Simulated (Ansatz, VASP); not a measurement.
**One calculation of C, two programs**

```xyz
2
Lattice="1.1896 0.6868 3.5666 -1.1896 0.6868 3.5666 0.0000 -1.3737 3.5666" Properties=species:S:1:pos:R:3 pbc="T T T"
C     0.0000    0.0000    1.7548
C     0.0000    0.0000    8.9450
```

Alike in both runs: task single point; functional PBEsol; k mesh 15 × 15 × 15; occupations gaussian, width 0.05 eV; no spin polarisation.

|  | VASP | Ansatz |
| --- | --- | --- |
| version | VASP 6.6.1 | Ansatz 0.2.0 |
| potentials or method | VASP PAW PBE potentials, release 64 (C), cutoff 520 eV | scalar-relativistic, plane waves, PAW |
| valence electrons in the cell | 8 | 8 |

```csv
,VASP,Ansatz,Ansatz less VASP
gap on the k mesh at the Fermi level (eV),0.51,0.51,0.000
least direct gap on the mesh (eV),0.51,0.51,0.000
rms of the force components (eV/Å),0.524,0.526,+0.0020
```

VASP's potentials were made for PBE, not for PBEsol. Atom by atom the forces differ by 0.002 eV/Å (rms over components). With one functional, cell and mesh, what is left measures potentials, basis and numerics.
